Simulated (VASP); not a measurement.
# BAs (I-4m2) in VASP: further runs, part 2 of 3

VASP 6.6.1. Earlier steps stand in the parts before.

## 3. Single point, PBE

This run uses another cell than the first one, of the same volume but with other edges.

INCAR reads:

```
PREC = Accurate ; ENCUT = 520
EDIFF = 1E-6 ; ISMEAR = 0
SIGMA = 0.05 ; LREAL = F
LASPH = T ; NELM = 100
ALGO = Normal ; ISIF = 2
LWAVE = F ; LCHARG = F
GGA = PE ; NBANDS = 11
```

KPOINTS reads:

```
regular mesh
0
Gamma
  12 12 12
```

POSCAR reads:

```
BAs
1.0
    0.0000000000      2.3138099477      2.5451909425
    2.3138099477      0.0000000000      2.5451909425
    2.3138099477      2.3138099477      0.0000000000
B As
1 1
Direct
    0.0000000000      0.0000000000      0.0000000000
    0.7500000000      0.7500000000      0.7500000000
```

Potentials or basis: VASP PAW PBE potentials, release 64 (B, As).

The run is started by

```console
$ cat potpaw_PBE.64/B/POTCAR potpaw_PBE.64/As/POTCAR > POTCAR
$ mpirun -np 1 vasp_std > vasp.out
```

OUTCAR:

```text
PREC = Accurate
   ENCUT = 520
   EDIFF = 1E-6
   ISMEAR = 0
   LREAL = F
   LASPH = T
   NELM = 100
   ISIF = 2
   GGA = PE

 ion  position               nearest neighbor table
   1  0.000  0.000  0.000-   2 2.07   2 2.07   2 2.07   2 2.07
   2  0.750  0.750  0.750-   1 2.07   1 2.07   1 2.07   1 2.07

  LATTYP: Found a body centered tetragonal cell.
 ALAT       =     3.2722214088
 C/A-ratio  =     1.5556349186

  Lattice vectors:

 A1 = (  -2.3138099477,   0.0000000000,   2.5451909425)
 A2 = (   2.3138099477,   0.0000000000,   2.5451909425)
 A3 = (   0.0000000000,   2.3138099477,  -2.5451909425)

Analysis of symmetry for initial positions (statically):
=====================================================================
 Subroutine PRICEL returns:
 Original cell was already a primitive cell.

 Routine SETGRP: Setting up the symmetry group for a
 body centered tetragonal supercell.

 Subroutine GETGRP returns: Found  8 space group operations
 (whereof  8 operations were pure point group operations)
 out of a pool of 16 trial point group operations.

The static configuration has the point symmetry D_2d.

Analysis of symmetry for dynamics (positions and initial velocities):
=====================================================================
 Subroutine PRICEL returns:
 Original cell was already a primitive cell.

 Routine SETGRP: Setting up the symmetry group for a
 body centered tetragonal supercell.

 Subroutine GETGRP returns: Found  8 space group operations
 (whereof  8 operations were pure point group operations)
 out of a pool of 16 trial point group operations.

The dynamic configuration has the point symmetry D_2d.

 Subroutine INISYM returns: Found  8 space group operations
 (whereof  8 operations are pure point group operations),
 and found     1 'primitive' translations

----------------------------------------------------------------------------------------

                                     Primitive cell

  volume of cell :      27.2525

  direct lattice vectors                    reciprocal lattice vectors
     0.000000000  2.313809948  2.545190943    -0.216093807  0.216093807  0.196448915
     2.313809948  0.000000000  2.545190943     0.216093807 -0.216093807  0.196448915
     2.313809948  2.313809948  0.000000000     0.216093807  0.216093807 -0.196448915

  length of vectors
     3.439725775  3.439725775  3.272221409     0.363297733  0.363297733  0.363297733

  position of ions in fractional coordinates (direct lattice)
     0.000000000  0.000000000  0.000000000
     0.750000000  0.750000000  0.750000000

  ion indices of the primitive-cell ions
   primitive index   ion index
                 1           1
                 2           2

----------------------------------------------------------------------------------------

 KPOINTS: regular mesh

Automatic generation of k-mesh.
 Grid dimensions read from file:
 generate k-points for:   12   12   12

 Generating k-lattice:

  Cartesian coordinates                     Fractional coordinates (reciprocal lattice)
    -0.018007817  0.018007817  0.016370743     0.083333333 -0.000000000  0.000000000
     0.018007817 -0.018007817  0.016370743    -0.000000000  0.083333333  0.000000000
     0.018007817  0.018007817 -0.016370743     0.000000000  0.000000000  0.083333333

  Length of vectors
     0.030274811  0.030274811  0.030274811

  Shift w.r.t. Gamma in fractional coordinates (k-lattice)
     0.000000000  0.000000000  0.000000000

 Subroutine IBZKPT returns following result:
 ===========================================

 Found    163 irreducible k-points:

 Following reciprocal coordinates:
            Coordinates               Weight
  0.000000  0.000000  0.000000      1.000000
  0.083333 -0.000000  0.000000      8.000000
  0.166667  0.000000  0.000000      8.000000
  0.250000  0.000000  0.000000      8.000000
  0.333333  0.000000  0.000000      8.000000
  0.416667  0.000000  0.000000      8.000000
[... 16 lines left out ...]
  0.500000  0.166667  0.000000      8.000000
 -0.416667  0.166667  0.000000      8.000000
 [... further k-points ...]
   k-points           NKPTS =    163   k-points in BZ     NKDIM =    163   number of bands    NBANDS=     11
   number of dos      NEDOS =    301   number of ions     NIONS =      2
   total plane-waves  NPLWV =  18816
   dimension x,y,z NGX =    28 NGY =   28 NGZ =   24
   dimension x,y,z NGXF=    56 NGYF=   56 NGZF=   48
   ions per type =               1   1
   NGX,Y,Z   is equivalent  to a cutoff of  13.53, 13.53, 12.19 a.u.
   NGXF,Y,Z  is equivalent  to a cutoff of  27.07, 27.07, 24.39 a.u.
 SYSTEM =  unknown system
   PREC   = accura    normal or accurate (medium, high low for compatibility)
   ISTART =      0    job   : 0-new  1-cont  2-samecut
   ICHARG =      2    charge: 1-file 2-atom 10-const
   ISPIN  =      1    spin polarized calculation?
   LNONCOLLINEAR =      F non collinear calculations
   LSORBIT =      F    spin-orbit coupling
   LASPH  =      T    aspherical Exc in radial PAW
   ENCUT  =  520.0 eV  38.22 Ry    6.18 a.u.   6.40  6.40  6.08*2*pi/ulx,y,z
   NELM   =    100;   NELMIN=  2; NELMDL= -5     # of ELM steps
   EDIFF  = 0.1E-05   stopping-criterion for ELM
   LREAL  =      F    real-space projection
   EDIFFG = 0.1E-04   stopping-criterion for IOM
   NSW    =      0    number of steps for IOM
   IBRION =     -1    ionic relax: 0-MD 1-quasi-New 2-CG
   NFREE  =      0    steps in history (QN), initial steepest desc. (CG)
   ISIF   =      2    stress and relaxation
   ISYM   =      2    0-nonsym 1-usesym 2-fastsym
   POTIM  = 0.5000    time-step for ionic-motion
   TEBEG  =    0.0;   TEEND  =   0.0 temperature during run
   PSTRESS=    0.0 pullay stress
   NELECT =       8.0000    total number of electrons
   NUPDOWN=      -1.0000    fix difference up-down
   EMIN   =  10.00;   EMAX   =-10.00  energy-range for DOS
   EFERMI =   0.00;   METHOD = LEGACY
   ISMEAR =     0;   SIGMA  =   0.05  broadening in eV -4-tet -1-fermi 0-gaus
   EFERMI_NEDOS =   21; number of points for ismear=-14 and -15
   IALGO  =     38    algorithm
   IMIX   =      4    mixing-type and parameters
     AMIX     =   0.40;   BMIX     =  1.00
     AMIX_MAG =   1.60;   BMIX_MAG =  1.00
  volume/ion in A,a.u.               =      13.63        91.95
  Fermi-wavevector in a.u.,A,eV,Ry     =   1.088018  2.056057 16.106360  1.183784
  Thomas-Fermi vector in A             =   2.224191
   LORBIT       =      0    0 simple, 1 ext, 2 COOP (PROOUT), +10 PAW based schemes
   GGA     = PE    functional components
   LHFCALC =     F    Hartree Fock is set to
   AEXX    =    0.0000 exact exchange contribution
   IVDW    =     0    specifies the selected vdW correction
   LEPSILON=     F    determine dielectric tensor
   LRPA    =     F    only Hartree local field effects (RPA)
 non-spin polarized calculation
 Gauss-broadening in eV      SIGMA  =   0.05
  energy-cutoff  :      520.00
  volume of cell :       27.25
 maximum number of plane-waves:       749
 NGX is ok and might be reduce to    28

 number of electron       8.0000000 magnetization

 Free energy of the ion-electron system (eV)
  ---------------------------------------------------
  ext. energy  EPLUGINS =         0.00000000
  ---------------------------------------------------
  free energy    TOTEN  =       -11.29045635 eV

  energy without entropy =      -11.29045635  energy(sigma->0) =      -11.29045635

 E-fermi :   6.6731     XC(G=0): -10.5946

 val. band max:        6.4773644355   @ k =   0.0000   0.0000   0.0000
 cond. band min:       6.9401460873   @ k =   0.4167   0.0000   0.4167
 fundamental gap:      0.4627816517
 Fermi energy:         6.6730538858

 k-point     1 :       0.0000    0.0000    0.0000
  band No.  band energies     occupation
      1      -9.2640      2.00000
      2       5.4481      2.00000
      3       6.4774      2.00000
      4       6.4774      2.00000
      5       9.2650      0.00000
      6       9.2650      0.00000
      7       9.8636      0.00000
      8      10.6777      0.00000
      9      15.7584      0.00000
     10      17.5250      0.00000
     11      18.7166      0.00000
[... 309 lines left out ...]
 k-point    24 :      -0.4167    0.1667    0.0000
  band No.  band energies     occupation
      1      -6.0851      2.00000
      2      -2.3306      2.00000
      3       1.6151      2.00000
      4       4.4421      2.00000
      5      10.1148      0.00000
      6      11.0412      0.00000
      7      12.4413      0.00000
      8      15.3425      0.00000
      9      18.1774      0.00000
     10      18.9991      0.00000
     11      20.4759      0.00000

 [... further k-points ...]
[... 5 lines left out ...]
  --------------------------------------------------------------------------------------
  -------------------------------------------------------------------------------------
  Total        1.8491354      1.8491354     -1.9636494      0.0000000      0.0000000      0.0000000
  in kB      108.7110182    108.7110182   -115.4433174      0.0000000      0.0000000      0.0000000
  external PRESSURE =      33.9929063 kB  Pullay stress =       0.0000000 kB

 VOLUME and BASIS-vectors are now :
 -----------------------------------------------------------------------------
  energy-cutoff  :      520.00
  volume of cell :       27.25
      direct lattice vectors                 reciprocal lattice vectors
     0.000000000  2.313809948  2.545190943    -0.216093807  0.216093807  0.196448915
     2.313809948  0.000000000  2.545190943     0.216093807 -0.216093807  0.196448915
     2.313809948  2.313809948  0.000000000     0.216093807  0.216093807 -0.196448915

 POSITION                                       TOTAL-FORCE (eV/Angst)
 -----------------------------------------------------------------------------------
      0.00000      0.00000      0.00000         0.000000      0.000000     -0.000000
      3.47071      3.47071      3.81779         0.000000     -0.000000      0.000000
 -----------------------------------------------------------------------------------
    total drift:                                0.000000      0.000000      0.000000

  FREE ENERGIE OF THE ION-ELECTRON SYSTEM (eV)
  ---------------------------------------------------
  free  energy   TOTEN  =       -11.2904563526 eV

  energy  without entropy=      -11.2904563526  energy(sigma->0) =      -11.29045635
```

stdout:

```text
POSCAR found type information on POSCAR B As
 POSCAR found :  2 types and       2 ions
 scaLAPACK will be used
 LDA part: xc-table for (Slater+PW92), standard interpolation
 POSCAR, INCAR and KPOINTS ok, starting setup
 FFT: planning ... GRIDC
 FFT: planning ... GRID_SOFT
 FFT: planning ... GRID
 WAVECAR not read
 entering main loop
```

Run time: 33 s. Hardware: 1 thread of Intel Xeon 6975P-C, shared host; peak memory 0.19 GiB.

What came out:

```yaml
Free_energy: -11.2905 eV
Pressure: 3.4 GPa
Band_gap_on_the_k_mesh: 0.46 eV, indirect (least direct gap 2.79 eV)
```

 A k mesh can miss the band edges.

## 4. Single point, PBE

This run uses another cell than the first one, of the same volume but with other edges.

INCAR reads:

```
SYSTEM = BAs
  ALGO = Normal
  EDIFF = 1E-7
  ENCUT = 520
  GGA = PE
  ISIF = 2
  ISMEAR = 0
  LASPH = .True.
  LCHARG = .False.
  LREAL = .False.
  LWAVE = .False.
  NBANDS = 11
  NELM = 100
  PREC = Accurate
  SIGMA = 0.05
```

KPOINTS reads:

```
k-points
0
Gamma
  12 12 12
  0 0 0
```

POSCAR reads:

```
BAs
1.0
    0.0000000000      2.7573218356      1.7922591931
    2.7573218356      0.0000000000      1.7922591931
    2.7573218356      2.7573218356      0.0000000000
B As
1 1
Direct
    0.0000000000      0.0000000000      0.0000000000
    0.7500000000      0.7500000000      0.7500000000
```

The run is started by

```console
$ cat potpaw_PBE.64/B/POTCAR potpaw_PBE.64/As/POTCAR > POTCAR
$ mpirun -np 1 vasp_std > vasp.out
```

Run time: 28 s. Hardware: 1 thread of Intel Xeon 6975P-C, shared host; peak memory 0.19 GiB.

It converged, with:

```
Free energy            : -10.2745 eV
Pressure               : -2.4 GPa
Band gap on the k mesh : zero (band 4 reaches 8.29 eV, above the bottom of band 5 at 4.25 eV)
```

Stress tensor (GPa, compression positive):
```
-12.28   0.00   0.00
  0.00 -12.28   0.00
  0.00   0.00  17.37
```

Levels at points of the mesh, in eV from the Fermi level:
| k point | band 2 | band 3 | band 4 | band 5 | band 6 | band 7 |
| --- | --- | --- | --- | --- | --- | --- |
| (0.00, 0.00, 0.00) | -0.85 | -0.85 | 2.27 | 2.95 | 3.32 | 5.64 |
| (0.50, 0.00, 0.00) | -8.26 | -3.13 | -0.63 | 0.10 | 3.40 | 6.33 |
| (0.50, 0.50, 0.00) | -5.88 | -5.88 | -5.74 | -0.52 | -0.31 | 11.38 |
| (0.50, 0.00, 0.50) | -9.23 | -1.72 | -1.35 | 4.04 | 4.40 | 6.80 |

[end of part 2 of 3]
